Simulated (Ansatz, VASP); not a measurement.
Two plane-wave programs on Si2W

```xyz
6
Lattice="5.4300 0.0000 0.0000 0.0000 5.4300 0.0000 0.0000 0.0000 4.5268" Properties=species:S:1:pos:R:3 pbc="T T T"
Si    4.3277    2.7150    2.2634
Si    1.1023    2.7150    2.2634
Si    2.7150    4.3277    2.2634
Si    2.7150    1.1023    2.2634
W     2.7150    0.0000    0.0000
W     0.0000    2.7150    0.0000
```

Alike in both runs: functional PBE; k mesh 8 × 8 × 8; occupations gaussian, width 0.1 eV; no spin polarisation.

Ansatz relaxed the structure, and its values are those at the end. VASP's run is a single point on that final structure, the one shown.

|  | VASP | Ansatz |
| --- | --- | --- |
| version | VASP 6.6.1 | Ansatz 0.2.0 |
| potentials or method | VASP PAW PBE potentials, release 64 (Si, W_sv), cutoff 520 eV | scalar-relativistic, plane waves, PAW |
| valence electrons in the cell | 44 | 44 |

|  | VASP | Ansatz | Ansatz less VASP |
| --- | --- | --- | --- |
| gap on the k mesh at the Fermi level (eV) | none | none | - |
| pressure (GPa) | 0.0 | 0.0 | +0.04 |
| rms of the force components (eV/Å) | 0.003 | 0.004 | +0.0017 |

A gap of «none» marks a metal or a gap that the smearing closes. With one functional, cell and mesh, what is left measures potentials, basis and numerics.

Neither program's run includes spin-orbit coupling.
